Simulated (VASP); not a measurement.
**C: single point with r2SCAN**

The system is C.

```
C
1.0
     1.20298   -2.08364    0.00000
     1.20298    2.08364    0.00000
     0.00000    0.00000    7.02683
C
4
Direct
  0.91662 0.08338 0.75314
  0.41662 0.58338 0.24686
  0.08338 0.91662 0.24686
  0.58338 0.41662 0.75314
```

```json
{
 "Program": "VASP 6.6.1",
 "Task": "single point",
 "Functional": "r2SCAN",
 "Potentials or basis": "VASP PAW PBE potentials, release 64 (C)",
 "Cutoff": "520 eV",
 "k mesh": "12 × 12 × 4",
 "Occupations": "fermi-dirac, width 0.05 eV",
 "Spin": "no spin polarisation"
}
```

```
Pressure      : 19.1 GPa
Largest force : 0.025 eV/Å
```

Forces in eV/Å, atoms in the order of the input:
```
C    0.000 -0.024 -0.008
C    0.000 -0.024  0.008
C    0.000  0.024  0.008
C    0.000  0.024 -0.008
```

Stress tensor (GPa, compression positive):
```
28.81  0.00  0.00
 0.00 28.51  0.00
 0.00  0.00 -0.08
```

Wall time 2.9 min on 1 thread of Intel(R) Xeon(R) Platinum 8488C (Sapphire Rapids), on a shared host, peak memory 0.18 GiB.

Caveat: the stress differs along the axes, from -0 to 29 GPa; the PAW data sets were made with another functional, which shifts forces and pressure a little.
